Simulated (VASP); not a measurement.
# CaOsO3 (Pm-3m) in VASP: further runs

The runs below take CaOsO3 through single point, with LDA.

Program: VASP 6.6.1. These are calculated values, not measurements. Logs are shortened: lines on timing, memory, paths and dates and some standing lists are left out, and cuts for length are marked.

### Step 1. The cell of the first run

Symmetry: Pm-3m, No. 221, cubic system. The conventional cell has a = 3.952 Å, b = 3.952 Å, c = 3.952 Å, α = 90.00°, β = 90.00°, γ = 90.00°. Within 3.7 Å of Ca (site symmetry m-3m) lie 12 O at 2.79 Å and 8 Os at 3.42 Å. Within 2.6 Å of Os (site symmetry m-3m) lie 6 O at 1.98 Å. O (site symmetry 4/mmm) has 2 Os at 1.98 Å within 2.6 Å.

### Step 2. Single point, LDA

File INCAR:

```
SYSTEM = CaOsO3
PREC = Accurate ; ENCUT = 600
EDIFF = 1E-6 ; ISMEAR = 1
SIGMA = 0.1 ; LREAL = .False.
LASPH = .True. ; NELM = 120
ALGO = Normal ; ISIF = 2
LWAVE = .False. ; LCHARG = .False.
NBANDS = 26 ; GGA_COMPAT = .False.
```

File KPOINTS:

```
Automatic mesh
0
Gamma
  2 2 2
  0 0 0
```

File POSCAR:

```
CaOsO3
1.0
    3.9521600000      0.0000000000      0.0000000000
    0.0000000000      3.9521600000      0.0000000000
    0.0000000000      0.0000000000      3.9521600000
Ca Os O
1 1 3
Direct
    0.0000000000      0.0000000000      0.0000000000
    0.5000000000      0.5000000000      0.5000000000
    0.5000000000      0.5000000000      0.0000000000
    0.0000000000      0.5000000000      0.5000000000
    0.5000000000      0.0000000000      0.5000000000
```

Potentials or basis: VASP PAW LDA potentials, release 64 (Ca_sv, Os, O).

Run with:

```sh
$ cat potpaw_LDA.64/Ca_sv/POTCAR potpaw_LDA.64/Os/POTCAR potpaw_LDA.64/O/POTCAR > POTCAR
$ mpirun -np 1 vasp_std > vasp.out
```

OUTCAR:

```text
SYSTEM = CaOsO3
   PREC = Accurate
   ENCUT = 600
   EDIFF = 1E-6
   ISMEAR = 1
   LREAL = .False.
   LASPH = .True.
   NELM = 120
   ISIF = 2

 ion  position               nearest neighbor table
   1  0.000  0.000  0.000-
   2  0.500  0.500  0.500-   3 1.98   4 1.98   5 1.98   3 1.98   5 1.98   4 1.98
   3  0.500  0.500  0.000-   2 1.98   2 1.98
   4  0.000  0.500  0.500-   2 1.98   2 1.98
   5  0.500  0.000  0.500-   2 1.98   2 1.98

  LATTYP: Found a simple cubic cell.
 ALAT       =     3.9521600000

  Lattice vectors:

 A1 = (   3.9521600000,   0.0000000000,   0.0000000000)
 A2 = (   0.0000000000,   3.9521600000,   0.0000000000)
 A3 = (   0.0000000000,   0.0000000000,   3.9521600000)

Analysis of symmetry for initial positions (statically):
=====================================================================
 Subroutine PRICEL returns:
 Original cell was already a primitive cell.

 Routine SETGRP: Setting up the symmetry group for a
 simple cubic supercell.

 Subroutine GETGRP returns: Found 48 space group operations
 (whereof 48 operations were pure point group operations)
 out of a pool of 48 trial point group operations.

The static configuration has the point symmetry O_h .

Analysis of symmetry for dynamics (positions and initial velocities):
=====================================================================
 Subroutine PRICEL returns:
 Original cell was already a primitive cell.

 Routine SETGRP: Setting up the symmetry group for a
 simple cubic supercell.

 Subroutine GETGRP returns: Found 48 space group operations
 (whereof 48 operations were pure point group operations)
 out of a pool of 48 trial point group operations.

The dynamic configuration has the point symmetry O_h .

 Subroutine INISYM returns: Found 48 space group operations
 (whereof 48 operations are pure point group operations),
 and found     1 'primitive' translations

----------------------------------------------------------------------------------------

                                     Primitive cell

  volume of cell :      61.7310

[... 68 lines left out ...]
   LNONCOLLINEAR =      F non collinear calculations
   LSORBIT =      F    spin-orbit coupling
   LASPH  =      T    aspherical Exc in radial PAW
   ENCUT  =  600.0 eV  44.10 Ry    6.64 a.u.   7.89  7.89  7.89*2*pi/ulx,y,z
   NELM   =    120;   NELMIN=  2; NELMDL= -5     # of ELM steps
   EDIFF  = 0.1E-05   stopping-criterion for ELM
   LREAL  =      F    real-space projection
   EDIFFG = 0.1E-04   stopping-criterion for IOM
   NSW    =      0    number of steps for IOM
   IBRION =     -1    ionic relax: 0-MD 1-quasi-New 2-CG
   NFREE  =      0    steps in history (QN), initial steepest desc. (CG)
   ISIF   =      2    stress and relaxation
   ISYM   =      2    0-nonsym 1-usesym 2-fastsym
   POTIM  = 0.5000    time-step for ionic-motion
   TEBEG  =    0.0;   TEEND  =   0.0 temperature during run
   PSTRESS=    0.0 pullay stress
   NELECT =      36.0000    total number of electrons
   NUPDOWN=      -1.0000    fix difference up-down
   EMIN   =  10.00;   EMAX   =-10.00  energy-range for DOS
   EFERMI =   0.00;   METHOD = LEGACY
   ISMEAR =     1;   SIGMA  =   0.10  broadening in eV -4-tet -1-fermi 0-gaus
   EFERMI_NEDOS =   21; number of points for ismear=-14 and -15
   IALGO  =     38    algorithm
   IMIX   =      4    mixing-type and parameters
     AMIX     =   0.40;   BMIX     =  1.00
     AMIX_MAG =   1.60;   BMIX_MAG =  1.00
  volume/ion in A,a.u.               =      12.35        83.32
  Fermi-wavevector in a.u.,A,eV,Ry     =   1.367753  2.584679 25.453091  1.870749
  Thomas-Fermi vector in A             =   2.493778
   LORBIT       =      0    0 simple, 1 ext, 2 COOP (PROOUT), +10 PAW based schemes
   GGA     = CA    functional components
   LHFCALC =     F    Hartree Fock is set to
   AEXX    =    0.0000 exact exchange contribution
   IVDW    =     0    specifies the selected vdW correction
   LEPSILON=     F    determine dielectric tensor
   LRPA    =     F    only Hartree local field effects (RPA)
 non-spin polarized calculation
 Methfessel and Paxton  Order N= 1 SIGMA  =   0.10
  energy-cutoff  :      600.00
  volume of cell :       61.73
 maximum number of plane-waves:      2103
 NGX is ok and might be reduce to    32
   NGX = 15   NGY = 15   NGZ = 15

 number of electron      35.9999983 magnetization

 Free energy of the ion-electron system (eV)
  ---------------------------------------------------
  ext. energy  EPLUGINS =         0.00000000
  ---------------------------------------------------
  free energy    TOTEN  =       -39.19422545 eV

  energy without entropy =      -39.17914275  energy(sigma->0) =      -39.18919788

 E-fermi :   5.8178     XC(G=0): -11.6424

 val. band max:        5.7908217913   @ k =   0.5000   0.0000   0.0000
 cond. band min:       6.0031397956   @ k =   0.0000   0.0000   0.0000
 fundamental gap:      0.2123180043
 Fermi energy:         5.8178234498

 k-point     1 :       0.0000    0.0000    0.0000
  band No.  band energies     occupation
      1     -35.6949      2.00000
      2     -16.9407      2.00000
      3     -16.9407      2.00000
      4     -16.9407      2.00000
      5     -14.4992      2.00000
      6     -13.4042      2.00000
[... 105 lines left out ...]
     25      10.9085      0.00000
     26      12.3480      0.00000

------------------------ aborting loop because EDIFF is reached ----------------------------------------

  FORCE on cell =-STRESS in cart. coord.  units (eV):
  Direction    XX          YY          ZZ          XY          YZ          ZX
  --------------------------------------------------------------------------------------
  -------------------------------------------------------------------------------------
  Total       -4.2669773     -4.2669773     -4.2669773     -0.0000000      0.0000000     -0.0000000
  in kB     -110.7458240   -110.7458240   -110.7458240     -0.0000000      0.0000000     -0.0000000
  external PRESSURE =    -110.7458240 kB  Pullay stress =       0.0000000 kB

 VOLUME and BASIS-vectors are now :
 -----------------------------------------------------------------------------
  energy-cutoff  :      600.00
  volume of cell :       61.73
      direct lattice vectors                 reciprocal lattice vectors
     3.952160000  0.000000000  0.000000000     0.253026193  0.000000000  0.000000000
     0.000000000  3.952160000  0.000000000     0.000000000  0.253026193  0.000000000
     0.000000000  0.000000000  3.952160000     0.000000000  0.000000000  0.253026193

 POSITION                                       TOTAL-FORCE (eV/Angst)
 -----------------------------------------------------------------------------------
      0.00000      0.00000      0.00000         0.000000      0.000000      0.000000
      1.97608      1.97608      1.97608         0.000000      0.000000      0.000000
      1.97608      1.97608      0.00000         0.000000      0.000000      0.000000
      0.00000      1.97608      1.97608         0.000000      0.000000      0.000000
      1.97608      0.00000      1.97608         0.000000      0.000000      0.000000
 -----------------------------------------------------------------------------------
    total drift:                                0.000000     -0.000000     -0.000000

  FREE ENERGIE OF THE ION-ELECTRON SYSTEM (eV)
  ---------------------------------------------------
  free  energy   TOTEN  =       -39.1942254515 eV

  energy  without entropy=      -39.1791427461  energy(sigma->0) =      -39.18919788
```

stdout:

```text
POSCAR found type information on POSCAR CaOsO
 POSCAR found :  3 types and       5 ions
 scaLAPACK will be used
 LDA part: xc-table for (Slater(with rela. corr.)+CA(PZ))
 , standard interpolation
 POSCAR, INCAR and KPOINTS ok, starting setup
 FFT: planning ... GRIDC
 FFT: planning ... GRID_SOFT
 FFT: planning ... GRID
 WAVECAR not read
 entering main loop
```

Wall time 10 s (1 thread of Intel Xeon 8259CL, shared host); peak memory 0.16 GiB.

Results:

| Item | Value |
| --- | --- |
| Free energy | -39.1942 eV |
| Pressure | -11.1 GPa |
| Band gap on the k mesh | zero (band 18 reaches 6.58 eV, above the bottom of band 19 at 2.56 eV) |

Levels at points of the mesh, in eV from the Fermi level:
```csv
k point,band 15,band 16,band 17,band 18,band 19,band 20,band 21,band 22
"(0.00, 0.00, 0.00)",-3.43,-3.43,-3.25,-3.25,-3.25,0.19,0.19,1.86
"(0.50, 0.00, 0.00)",-3.67,-3.67,-3.13,-0.03,-0.03,0.20,2.83,3.18
"(0.50, 0.50, 0.00)",-4.54,-2.70,-0.07,-0.07,0.46,1.40,3.39,3.78
"(0.50, 0.50, 0.50)",-2.61,-2.61,0.77,0.77,0.77,2.81,2.81,2.81
```

Caveat: the k points lie up to 0.79 Å⁻¹ apart; spin-orbit coupling is left out, which moves the levels of the heavy elements.

### Step 3. Single point, LDA

File INCAR:

```
PREC = Accurate
ENCUT = 600
EDIFF = 1E-6
ISMEAR = 1
SIGMA = 0.1
LREAL = F
LASPH = T
NELM = 120
ALGO = Normal
ISIF = 2
LWAVE = F
LCHARG = T
GGA = CA
LELF = T
LVHAR = T
NBANDS = 26
GGA_COMPAT = F
```

File KPOINTS:

```
regular mesh
0
Gamma
  3 3 3
```

POSCAR is that of step 2.

Potentials or basis: VASP PAW LDA potentials, release 64 (Ca_sv, Os, O).

Run with:

```sh
$ cat potpaw_LDA.64/Ca_sv/POTCAR potpaw_LDA.64/Os/POTCAR potpaw_LDA.64/O/POTCAR > POTCAR
$ mpirun -np 1 vasp_std > vasp.out
```

Run time: 11 s. Hardware: 1 thread of Intel Xeon 8259CL, shared host; peak memory 0.16 GiB.

Results (log left out):

* Free energy: -39.6684 eV
* Pressure: -11.5 GPa
* Band gap on the k mesh: zero (band 18 reaches 5.88 eV, above the bottom of band 19 at 2.63 eV)

Levels at points of the mesh, in eV from the Fermi level:
```csv
k point,band 17,band 18,band 19,band 20,band 21,band 22
"(0.00, 0.00, 0.00)",-3.05,-3.05,-3.05,0.41,0.41,1.97
```

Caveat: the k points lie up to 0.53 Å⁻¹ apart; spin-orbit coupling is left out, which moves the levels of the heavy elements.

### Step 4. Single point, LDA

File INCAR:

```
SYSTEM = CaOsO3
PREC     = Accurate       ! precision mode
ENCUT    = 600            ! plane-wave cutoff, eV
EDIFF    = 1E-6           ! SCF threshold, eV
ISMEAR   = 1              ! smearing method
SIGMA    = 0.1            ! smearing width, eV
LREAL    = .FALSE.        ! projectors in reciprocal space
LASPH    = .TRUE.         ! aspherical terms in the spheres
NELM     = 120            ! most SCF steps
ALGO     = Normal         ! electronic algorithm
ISIF     = 2              ! what is computed and relaxed
LWAVE    = .FALSE.        ! write WAVECAR
LCHARG   = .FALSE.        ! write CHGCAR
GGA      = CA             ! functional
NBANDS   = 26             ! bands
GGA_COMPAT= .FALSE.
```

File KPOINTS:

```
regular mesh
0
G
  3 3 3
  0 0 0
```

POSCAR is that of step 3.

Potentials or basis: VASP PAW LDA potentials, release 64 (Ca_sv, Os, O).

Run with:

```sh
$ cat potpaw_LDA.64/Ca_sv/POTCAR potpaw_LDA.64/Os/POTCAR potpaw_LDA.64/O/POTCAR > POTCAR
$ mpirun -np 1 vasp_std > vasp.out
```

OUTCAR:

```text
SYSTEM = CaOsO3
   PREC = Accurate
   ENCUT = 600
   EDIFF = 1E-6
   ISMEAR = 1
   LREAL = .FALSE.
   LASPH = .TRUE.
   NELM = 120
   ISIF = 2
   GGA = CA

 ion  position               nearest neighbor table
   1  0.000  0.000  0.000-
   2  0.500  0.500  0.500-   3 1.98   4 1.98   5 1.98   3 1.98   5 1.98   4 1.98
   3  0.500  0.500  0.000-   2 1.98   2 1.98
   4  0.000  0.500  0.500-   2 1.98   2 1.98
   5  0.500  0.000  0.500-   2 1.98   2 1.98

  LATTYP: Found a simple cubic cell.
 ALAT       =     3.9521600000

  Lattice vectors:

 A1 = (   3.9521600000,   0.0000000000,   0.0000000000)
 A2 = (   0.0000000000,   3.9521600000,   0.0000000000)
 A3 = (   0.0000000000,   0.0000000000,   3.9521600000)

Analysis of symmetry for initial positions (statically):
=====================================================================
 Subroutine PRICEL returns:
 Original cell was already a primitive cell.

 Routine SETGRP: Setting up the symmetry group for a
 simple cubic supercell.

[... 150 lines left out ...]
  energy without entropy =      -39.65814779  energy(sigma->0) =      -39.66500917

 E-fermi :   5.6810     XC(G=0): -11.6479

 val. band max:        5.6563760271   @ k =   0.3333   0.3333   0.0000
 cond. band min:       5.7393687483   @ k =   0.3333   0.3333   0.3333
 fundamental gap:      0.0829927212
 Fermi energy:         5.6809870398

 k-point     1 :       0.0000    0.0000    0.0000
  band No.  band energies     occupation
      1     -35.5648      2.00000
      2     -16.8183      2.00000
      3     -16.8183      2.00000
      4     -16.8183      2.00000
      5     -14.6302      2.00000
      6     -13.5441      2.00000
[... 105 lines left out ...]
     25      10.8874      0.00000
     26      11.6161      0.00000

------------------------ aborting loop because EDIFF is reached ----------------------------------------

  FORCE on cell =-STRESS in cart. coord.  units (eV):
  Direction    XX          YY          ZZ          XY          YZ          ZX
  --------------------------------------------------------------------------------------
  -------------------------------------------------------------------------------------
  Total       -4.4400181     -4.4400181     -4.4400181     -0.0000000      0.0000000      0.0000000
  in kB     -115.2369532   -115.2369532   -115.2369532     -0.0000000      0.0000000      0.0000000
  external PRESSURE =    -115.2369532 kB  Pullay stress =       0.0000000 kB

 VOLUME and BASIS-vectors are now :
 -----------------------------------------------------------------------------
  energy-cutoff  :      600.00
  volume of cell :       61.73
      direct lattice vectors                 reciprocal lattice vectors
     3.952160000  0.000000000  0.000000000     0.253026193  0.000000000  0.000000000
     0.000000000  3.952160000  0.000000000     0.000000000  0.253026193  0.000000000
     0.000000000  0.000000000  3.952160000     0.000000000  0.000000000  0.253026193

 POSITION                                       TOTAL-FORCE (eV/Angst)
 -----------------------------------------------------------------------------------
      0.00000      0.00000      0.00000         0.000000      0.000000      0.000000
      1.97608      1.97608      1.97608         0.000000      0.000000      0.000000
      1.97608      1.97608      0.00000         0.000000      0.000000      0.000000
      0.00000      1.97608      1.97608         0.000000      0.000000      0.000000
      1.97608      0.00000      1.97608         0.000000      0.000000      0.000000
 -----------------------------------------------------------------------------------
    total drift:                                0.000000     -0.000000     -0.000000

  FREE ENERGIE OF THE ION-ELECTRON SYSTEM (eV)
  ---------------------------------------------------
  free  energy   TOTEN  =       -39.6684398551 eV

  energy  without entropy=      -39.6581477872  energy(sigma->0) =      -39.66500917
```

OSZICAR:

```text
N       E                     dE             d eps       ncg     rms          rms(c)
DAV:   1     0.328416127385E+03    0.32842E+03   -0.20226E+04   208   0.154E+03
DAV:   2    -0.185805997527E+02   -0.34700E+03   -0.33453E+03   230   0.412E+02
DAV:   3    -0.449555636261E+02   -0.26375E+02   -0.25499E+02   250   0.106E+02
DAV:   4    -0.460510087702E+02   -0.10954E+01   -0.10877E+01   324   0.189E+01
DAV:   5    -0.460788145591E+02   -0.27806E-01   -0.27726E-01   270   0.251E+00    0.554E+01
DAV:   6    -0.400197460366E+02    0.60591E+01   -0.34391E+01   274   0.377E+01    0.185E+01
DAV:   7    -0.397508528012E+02    0.26889E+00   -0.27281E+00   268   0.125E+01    0.161E+01
DAV:   8    -0.396823888364E+02    0.68464E-01   -0.26441E-01   258   0.436E+00    0.451E+00
DAV:   9    -0.396684258864E+02    0.13963E-01   -0.69966E-02   270   0.173E+00    0.131E+00
DAV:  10    -0.396685472758E+02   -0.12139E-03   -0.23857E-03   286   0.312E-01    0.739E-01
DAV:  11    -0.396684390002E+02    0.10828E-03   -0.53145E-04   278   0.145E-01    0.262E-01
DAV:  12    -0.396684400528E+02   -0.10526E-05   -0.38674E-05   262   0.449E-02    0.482E-02
DAV:  13    -0.396684398551E+02    0.19772E-06   -0.28543E-06   252   0.136E-02
   1 F= -.39668440E+02 E0= -.39665009E+02  d E =-.102921E-01
```

It took 11 s on 1 thread of Intel Xeon 8259CL, shared host; peak memory 0.16 GiB.

Results:

```yaml
Free_energy: -39.6684 eV
Pressure: -11.5 GPa
Band_gap_on_the_k_mesh: zero (band 18 reaches 5.88 eV, above the bottom of band 19 at 2.63 eV)
```

Caveat: the k points lie up to 0.53 Å⁻¹ apart; spin-orbit coupling is left out, which moves the levels of the heavy elements.

(Part 1 of 2 ends here.)
